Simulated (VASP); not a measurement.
# AlN (F-43m) in VASP: notebook

AlN is run at these levels: PBE, PBEsol; tasks: vibrations by perturbation theory, elastic constants.

All numbers are computed with VASP 6.6.1; they aren't measurements. Logs are shortened: lines on timing, memory, paths and dates and some standing lists are left out, and cuts for length are marked.

### Step 1. The cell of the first run

The structure is cubic, space group F-43m (No. 216). The conventional cell has a = 4.368 Å, b = 4.368 Å, c = 4.368 Å, α = 90.00°, β = 90.00°, γ = 90.00°. Within 2.5 Å of Al (site symmetry -43m) lie 4 N at 1.89 Å. N (site symmetry -43m) has 4 Al at 1.89 Å within 2.5 Å.

### Step 2. Vibrations by perturbation theory, PBE

INCAR reads:

```
SYSTEM = AlN
PREC = Accurate
ENCUT = 520
EDIFF = 1E-8
ISMEAR = -1
SIGMA = 0.05
LREAL = .FALSE.
LASPH = .TRUE.
NELM = 100
ALGO = Normal
ISIF = 2
LWAVE = .FALSE.
LCHARG = .FALSE.
GGA = PE
NBANDS = 11
IBRION = 8
NSW = 1
```

KPOINTS reads:

```
regular mesh
0
G
  7 7 7
  0 0 0
```

POSCAR reads:

```
AlN
1.0
    0.0000000000      2.1839935596      2.1839935596
    2.1839935596      0.0000000000      2.1839935596
    2.1839935596      2.1839935596      0.0000000000
Al N
1 1
Direct
    0.0000000000      0.0000000000      0.0000000000
    0.2500000000      0.2500000000      0.2500000000
```

Potentials or basis: VASP PAW PBE potentials, release 64 (Al, N).

Command:

```
> cat potpaw_PBE.64/Al/POTCAR potpaw_PBE.64/N/POTCAR > POTCAR
> mpirun -np 1 vasp_std > vasp.out
```

OUTCAR:

```text
SYSTEM = AlN
   PREC = Accurate
   ENCUT = 520
   EDIFF = 1E-8
   ISMEAR = -1
   LREAL = .FALSE.
   LASPH = .TRUE.
   NELM = 100
   ISIF = 2
   GGA = PE
   IBRION = 8
   NSW = 1

 ion  position               nearest neighbor table
   1  0.000  0.000  0.000-   2 1.89   2 1.89   2 1.89   2 1.89
   2  0.250  0.250  0.250-   1 1.89   1 1.89   1 1.89   1 1.89

  LATTYP: Found a face centered cubic cell.
 ALAT       =     4.3679871192

  Lattice vectors:

 A1 = (   0.0000000000,   2.1839935596,   2.1839935596)
 A2 = (   2.1839935596,   0.0000000000,   2.1839935596)
 A3 = (   2.1839935596,   2.1839935596,   0.0000000000)

Analysis of symmetry for initial positions (statically):
=====================================================================
 Subroutine PRICEL returns:
 Original cell was already a primitive cell.

 Routine SETGRP: Setting up the symmetry group for a
 face centered cubic supercell.

 Subroutine GETGRP returns: Found 24 space group operations
 (whereof 24 operations were pure point group operations)
 out of a pool of 48 trial point group operations.

The static configuration has the point symmetry T_d .

Analysis of symmetry for dynamics (positions and initial velocities):
=====================================================================
 Subroutine PRICEL returns:
 Original cell was already a primitive cell.

 Routine SETGRP: Setting up the symmetry group for a
 face centered cubic supercell.

 Subroutine GETGRP returns: Found 24 space group operations
 (whereof 24 operations were pure point group operations)
 out of a pool of 48 trial point group operations.

The dynamic configuration has the point symmetry T_d .

 Subroutine INISYM returns: Found 24 space group operations
 (whereof 24 operations are pure point group operations),
 and found     1 'primitive' translations

----------------------------------------------------------------------------------------

                                     Primitive cell

  volume of cell :      20.8345

  direct lattice vectors                    reciprocal lattice vectors
     0.000000000  2.183993560  2.183993560    -0.228938404  0.228938404  0.228938404
     2.183993560  0.000000000  2.183993560     0.228938404 -0.228938404  0.228938404
     2.183993560  2.183993560  0.000000000     0.228938404  0.228938404 -0.228938404

  length of vectors
     3.088633312  3.088633312  3.088633312     0.396532948  0.396532948  0.396532948

  position of ions in fractional coordinates (direct lattice)
     0.000000000  0.000000000  0.000000000
     0.250000000  0.250000000  0.250000000

  ion indices of the primitive-cell ions
   primitive index   ion index
                 1           1
                 2           2

----------------------------------------------------------------------------------------

 KPOINTS: regular mesh

Automatic generation of k-mesh.
 Grid dimensions read from file:
 generate k-points for:    7    7    7

 Generating k-lattice:

  Cartesian coordinates                     Fractional coordinates (reciprocal lattice)
    -0.032705486  0.032705486  0.032705486     0.142857143  0.000000000  0.000000000
     0.032705486 -0.032705486  0.032705486     0.000000000  0.142857143  0.000000000
     0.032705486  0.032705486 -0.032705486     0.000000000  0.000000000  0.142857143

  Length of vectors
     0.056647564  0.056647564  0.056647564

[... 73 lines left out ...]
   GGA     = PE    functional components
   LHFCALC =     F    Hartree Fock is set to
   AEXX    =    0.0000 exact exchange contribution
   IVDW    =     0    specifies the selected vdW correction
   LEPSILON=     F    determine dielectric tensor
   LRPA    =     F    only Hartree local field effects (RPA)
 non-spin polarized calculation
  energy-cutoff  :      520.00
  volume of cell :       20.83
 maximum number of plane-waves:       567
   NGX = 11   NGY = 11   NGZ = 11

--------------------------------------- Ionic step        1  -------------------------------------------

 number of electron       8.0000000 magnetization

 Free energy of the ion-electron system (eV)
  ---------------------------------------------------
  ext. energy  EPLUGINS =         0.00000000
  ---------------------------------------------------
  free energy    TOTEN  =       -14.83999656 eV

  energy without entropy =      -14.83999656  energy(sigma->0) =      -14.83999656

 E-fermi :   7.1113     XC(G=0): -10.9335

 val. band max:        5.9704334071   @ k =   0.0000   0.0000   0.0000
 cond. band min:       9.5898756045   @ k =   0.4286   0.4286   0.0000
 fundamental gap:      3.6194421974
 Fermi energy:         7.1113352930

 k-point     1 :       0.0000    0.0000    0.0000
  band No.  band energies     occupation
      1      -9.0103      2.00000
      2       5.9704      2.00000
      3       5.9704      2.00000
      4       5.9704      2.00000
      5      10.1663      0.00000
      6      18.5305      0.00000
      7      18.5305      0.00000
      8      18.5305      0.00000
      9      23.6588      0.00000
     10      23.6588      0.00000
     11      25.0608      0.00000
[... 254 lines left out ...]
  band No.  band energies     occupation
      1      -6.3319      2.00000
      2       1.9980      2.00000
      3       2.2992      2.00000
      4       3.9870      2.00000
      5      11.9584      0.00000
      6      16.6025      0.00000
      7      18.3295      0.00000
      8      18.8207      0.00000
      9      22.7180      0.00000
     10      24.8493      0.00000
     11      30.8283      0.00000

------------------------ aborting loop because EDIFF is reached ----------------------------------------

  FORCE on cell =-STRESS in cart. coord.  units (eV):
  Direction    XX          YY          ZZ          XY          YZ          ZX
  --------------------------------------------------------------------------------------
  -------------------------------------------------------------------------------------
  Total        0.5980134      0.5980134      0.5980134      0.0000000     -0.0000000      0.0000000
  in kB       45.9872479     45.9872479     45.9872479      0.0000000     -0.0000000      0.0000000
  external PRESSURE =      45.9872479 kB  Pullay stress =       0.0000000 kB

 VOLUME and BASIS-vectors are now :
 -----------------------------------------------------------------------------
  energy-cutoff  :      520.00
  volume of cell :       20.83
      direct lattice vectors                 reciprocal lattice vectors
     0.000000000  2.183993560  2.183993560    -0.228938404  0.228938404  0.228938404
     2.183993560  0.000000000  2.183993560     0.228938404 -0.228938404  0.228938404
     2.183993560  2.183993560  0.000000000     0.228938404  0.228938404 -0.228938404

 POSITION                                       TOTAL-FORCE (eV/Angst)
 -----------------------------------------------------------------------------------
      0.00000      0.00000      0.00000         0.000000      0.000000      0.000000
      1.09200      1.09200      1.09200        -0.000000     -0.000000     -0.000000
 -----------------------------------------------------------------------------------
    total drift:                                0.000000      0.000000      0.000000

  FREE ENERGIE OF THE ION-ELECTRON SYSTEM (eV)
  ---------------------------------------------------
  free  energy   TOTEN  =       -14.8399965626 eV

  energy  without entropy=      -14.8399965626  energy(sigma->0) =      -14.83999656

[... ionic steps 2 to 3 ...]

--------------------------------------- Ionic step        4  -------------------------------------------

------------------------ aborting loop because EDIFF is reached ----------------------------------------

[... ionic steps 5 to 6 ...]

--------------------------------------- Ionic step        7  -------------------------------------------

 Free energy of the ion-electron system (eV)
  ---------------------------------------------------
  ---------------------------------------------------
  free energy    TOTEN  =        -0.23879528 eV

  energy without entropy =       -0.23879528

------------------------ aborting loop because EDIFF is reached ----------------------------------------

 INTERNAL STRAIN TENSOR  FOR ION    2  DIRECTION 1   (eV/Angst):
 -----------------------------------------------------------------------------
    -0.01066  0.00000  0.00000
     0.00000  0.00570 -9.26490
     0.00000 -9.26490  0.00570

 INTERNAL STRAIN TENSOR FOR ION    2 for displacements in x,y,z  (eV/Angst):
          X           Y           Z          XY          YZ          ZX
  --------------------------------------------------------------------------------
  x    -0.00000     0.00000     0.00000     0.00000    -9.26490     0.00000
  y    -0.00000     0.00000    -0.00000     0.00000     0.00000    -9.26490
  z     0.00000     0.00000    -0.00000    -9.26490     0.00000     0.00000

 SECOND DERIVATIVES (NOT SYMMETRIZED)
 ------------------------------------
               1X          1Y          1Z          2X          2Y          2Z
  1X   -14.684390    0.000000    0.000000   14.684390    0.000000    0.000000
  1Y     0.000000  -14.684390    0.000000    0.000000   14.684390    0.000000
  1Z     0.000000    0.000000  -14.684390    0.000000    0.000000   14.684390
  2X    14.684267    0.000000    0.000000  -14.684267    0.000000    0.000000
  2Y     0.000000   14.684267    0.000000    0.000000  -14.684267    0.000000
  2Z     0.000000    0.000000   14.684267    0.000000    0.000000  -14.684267

 Eigenvectors and eigenvalues of the dynamical matrix
 ----------------------------------------------------

   1 f  =   19.731746 THz   123.978215 2PiTHz  658.180194 cm-1    81.603907 meV
             X         Y         Z           dx          dy          dz
      0.000000  0.000000  0.000000     0.000000    0.584500    0.000000
      1.091997  1.091997  1.091997     0.000000   -0.811394    0.000000
[... 21 lines left out ...]
   6 f/i=    0.000039 THz     0.000245 2PiTHz    0.001303 cm-1     0.000162 meV
             X         Y         Z           dx          dy          dz
      0.000000  0.000000  0.000000     0.000000    0.000000    0.811394
      1.091997  1.091997  1.091997     0.000000    0.000000    0.584500

--------------------------------------------------------------------------------------------------------

 ELASTIC MODULI CONTR FROM IONIC RELAXATION (kBar)
 Direction    XX          YY          ZZ          XY          YZ          ZX
 --------------------------------------------------------------------------------
 XX          -0.0000     -0.0000      0.0000      0.0000     -0.0000      0.0000
 YY          -0.0000     -0.0000     -0.0000      0.0000      0.0000      0.0000
 ZZ           0.0000     -0.0000     -0.0000     -0.0000      0.0000      0.0000
 XY           0.0000      0.0000     -0.0000   -428.5912     -0.0000      0.0000
 YZ          -0.0000      0.0000      0.0000     -0.0000   -428.5912      0.0000
 ZX           0.0000      0.0000      0.0000      0.0000      0.0000   -428.5912
 --------------------------------------------------------------------------------
```

It took 42 s on 1 thread of Intel Xeon 8259CL, shared host; peak memory 0.16 GiB.

Results:

```
Highest phonon frequency at Γ, LO-TO splitting left out : 658 cm⁻¹
```

Phonon frequencies in cm⁻¹ (negative: imaginary):
| q point | frequencies |
| --- | --- |
| (0.000, 0.000, 0.000) | 0 0 0 658 658 658 |

Caveat: the cell wasn't relaxed at this level first, which shifts response properties.

### Step 3. Elastic constants, PBEsol

INCAR reads:

```
PREC     = Accurate       # precision mode
ENCUT    = 600            # plane-wave cutoff, eV
EDIFF    = 1E-8           # SCF threshold, eV
ISMEAR   = 0              # smearing method
SIGMA    = 0.01           # smearing width, eV
LREAL    = F              # projectors in reciprocal space
LASPH    = T              # aspherical terms in the spheres
NELM     = 60             # most SCF steps
ALGO     = Normal         # electronic algorithm
ISIF     = 3              # what is computed and relaxed
LWAVE    = F              # write WAVECAR
LCHARG   = F              # write CHGCAR
GGA      = PS             # functional
NBANDS   = 11             # bands
IBRION   = 6              # ionic algorithm
NFREE    = 2            
POTIM    = 0.015          # step
NSW      = 1              # ionic steps
```

KPOINTS reads:

```
regular mesh
0
Gamma
  9 9 9
```

POSCAR is that of step 2.

Potentials or basis: VASP PAW PBE potentials, release 64 (Al, N).

Command:

```
> cat potpaw_PBE.64/Al/POTCAR potpaw_PBE.64/N/POTCAR > POTCAR
> mpirun -np 1 vasp_std > vasp.out
```

OUTCAR:

```text
PREC = Accurate
   ENCUT = 600
   EDIFF = 1E-8
   ISMEAR = 0
   LREAL = F
   LASPH = T
   NELM = 60
   ISIF = 3
   GGA = PS
   IBRION = 6
   NFREE = 2
   POTIM = 0.015
   NSW = 1

 ion  position               nearest neighbor table
   1  0.000  0.000  0.000-   2 1.89   2 1.89   2 1.89   2 1.89
   2  0.250  0.250  0.250-   1 1.89   1 1.89   1 1.89   1 1.89
[... 786 lines left out ...]
             X         Y         Z           dx          dy          dz
      0.000000  0.000000  0.000000     0.000000    0.584568    0.000000
      1.091997  1.091997  1.091997     0.000000   -0.811344    0.000000
[... 21 lines left out ...]
   6 f/i=    0.001716 THz     0.010781 2PiTHz    0.057234 cm-1     0.007096 meV
             X         Y         Z           dx          dy          dz
      0.000000  0.000000  0.000000     0.000000    0.000000    0.811344
      1.091997  1.091997  1.091997     0.000000    0.000000    0.584568

--------------------------------------------------------------------------------------------------------

 ELASTIC MODULI CONTR FROM IONIC RELAXATION (kBar)
 Direction    XX          YY          ZZ          XY          YZ          ZX
 --------------------------------------------------------------------------------
 XX          -0.0000     -0.0000     -0.0000     -0.0000     -0.0000      0.0000
 YY          -0.0000     -0.0000     -0.0000     -0.0000     -0.0000     -0.0000
 ZZ          -0.0000     -0.0000     -0.0000     -0.0000     -0.0000      0.0000
 XY          -0.0000     -0.0000     -0.0000   -462.2923      0.0000      0.0000
 YZ          -0.0000     -0.0000     -0.0000      0.0000   -462.2923      0.0000
 ZX           0.0000     -0.0000      0.0000      0.0000      0.0000   -462.2923
 --------------------------------------------------------------------------------

 TOTAL ELASTIC MODULI (kBar)
 Direction    XX          YY          ZZ          XY          YZ          ZX
 --------------------------------------------------------------------------------
 XX        2902.5856   1628.6667   1628.6667     -0.0000     -0.0000      0.0000
 YY        1628.6667   2902.5856   1628.6667     -0.0000     -0.0000     -0.0000
 ZZ        1628.6667   1628.6667   2902.5856     -0.0000     -0.0000      0.0000
 XY          -0.0000     -0.0000     -0.0000   1812.6884      0.0000      0.0000
 YZ          -0.0000     -0.0000     -0.0000      0.0000   1812.6884      0.0000
 ZX           0.0000     -0.0000      0.0000      0.0000      0.0000   1812.6884
 --------------------------------------------------------------------------------
```

OSZICAR:

```text
N       E                     dE             d eps       ncg     rms          rms(c)
DAV:   1     0.136838008174E+02    0.13684E+02   -0.42423E+03   770   0.684E+02
DAV:   2    -0.167480562287E+02   -0.30432E+02   -0.29278E+02   919   0.154E+02
DAV:   3    -0.178392725842E+02   -0.10912E+01   -0.10894E+01   967   0.282E+01
[... 177 lines left out ...]
DAV:   2    -0.156115000087E+02    0.13850E-02   -0.13521E-02  3305   0.998E-01    0.131E-01
DAV:   3    -0.156106970101E+02    0.80300E-03   -0.28525E-03  3283   0.370E-01    0.349E-02
DAV:   4    -0.156107081751E+02   -0.11165E-04   -0.18066E-04  3215   0.114E-01    0.245E-02
DAV:   5    -0.156107039154E+02    0.42598E-05   -0.71566E-06  3332   0.200E-02    0.662E-03
DAV:   6    -0.156107037520E+02    0.16341E-06   -0.14241E-06  3206   0.884E-03    0.315E-03
DAV:   7    -0.156107037616E+02   -0.96212E-08   -0.59717E-08  3173   0.202E-03
  17 F= -.15610704E+02 E0= -.15610704E+02  d E =-.933542E-83
```

stdout:

```text
POSCAR found type information on POSCAR AlN
 POSCAR found :  2 types and       2 ions
 scaLAPACK will be used
 -----------------------------------------------------------------------------
|                                                                             |
|                                                                             |
|     You enforced a specific xc type in the INCAR file but a different       |
|     I HOPE YOU KNOW WHAT YOU ARE DOING!                                     |
[... 32 lines left out ...]
 Finite differences progress:
 bond charge predicted
 Finite differences progress:
 bond charge predicted
 Finite differences progress:
 bond charge predicted
 Finite differences progress:
 bond charge predicted
 Finite differences progress:
 bond charge predicted
 Finite differences progress:
 bond charge predicted
 Finite differences progress:
```

Wall time 4.4 min (1 thread of AMD EPYC 9R45 (Zen 5), shared host); peak memory 0.21 GiB.

Results:

```
Elastic constants C11, C12, C44                         : 290, 163, 181 GPa
Voigt bulk modulus                                      : 205 GPa
Highest phonon frequency at Γ, LO-TO splitting left out : 658 cm⁻¹
```

Phonon frequencies in cm⁻¹ (negative: imaginary):
| q point | frequencies |
| --- | --- |
| (0.000, 0.000, 0.000) | 0 0 0 658 658 658 |

Elastic tensor in Voigt notation (GPa, in the Cartesian axes of the cell as first typed):
```
290 163 163   0   0   0
163 290 163   0   0   0
163 163 290   0   0   0
  0   0   0 181   0   0
  0   0   0   0 181   0
  0   0   0   0   0 181
```

Clamped-ion elastic tensor (GPa):
```
290 163 163   0   0   0
163 290 163   0   0   0
163 163 290   0   0   0
  0   0   0 227   0   0
  0   0   0   0 227   0
  0   0   0   0   0 227
```

Caveat: the cell is under stress, which shifts elastic constants; the PAW data sets were made with another functional, which shifts forces and pressure a little.
